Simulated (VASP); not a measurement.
Here is a VASP 6.6.1 calculation.

Contents of POSCAR:

```
TiC
1.0
    0.0000000000      2.2289200000      2.1640000000
    2.2289200000      0.0000000000      2.1640000000
    2.2289200000      2.2289200000      0.0000000000
Ti C
1 1
Direct
    0.0000000000      0.0000000000      0.0000000000
    0.5000000000      0.5000000000      0.5000000000
```

INCAR.step1

```
  ALGO = Normal
  EDIFF = 1E-4
  ENCUT = 520
  GGA = PE
  ISMEAR = 0
  LASPH = T
  LCHARG = F
  LREAL = F
  LWAVE = T
  NBANDS = 15
  NELM = 100
  PREC = Accurate
  SIGMA = 0.15
```

INCAR.step2

```
  ALGO = Normal
  EDIFF = 1E-6
  ENCUT = 520
  ISIF = 2
  ISMEAR = 0
  ISTART = 1
  LASPH = T
  LCHARG = T
  LELF = T
  LMIXTAU = T
  LREAL = F
  LVHAR = T
  LWAVE = F
  METAGGA = R2SCAN
  NBANDS = 15
  NELM = 100
  PREC = Accurate
  SIGMA = 0.15
```

Contents of KPOINTS:

```
k-points
0
Gamma
  18 18 18
```

Potentials or basis: VASP PAW PBE potentials, release 64 (Ti_sv, C).

The run is started by

```console
$ cat potpaw_PBE.64/Ti_sv/POTCAR potpaw_PBE.64/C/POTCAR > POTCAR
$ cp INCAR.step1 INCAR
$ mpirun -np 1 vasp_std > vasp.out
$ cp INCAR.step2 INCAR
$ mpirun -np 1 vasp_std > vasp.out
```

Question: Predict the band gap on the k mesh.

Answer: Zero (bands 8 and 9 overlap by 1.59 eV).

Question: Predict the pressure.

Answer: -12.6 GPa.

Stress tensor (GPa, compression positive):
```
-15.79   0.00   0.00
  0.00 -15.79   0.00
  0.00   0.00  -6.25
```

Caveat: the cell differs from its parent crystal (strain +0.030 along x and y, +0.000 along z); the cell stands under tension; the PAW data sets were made with another functional, which shifts forces and pressure a little.
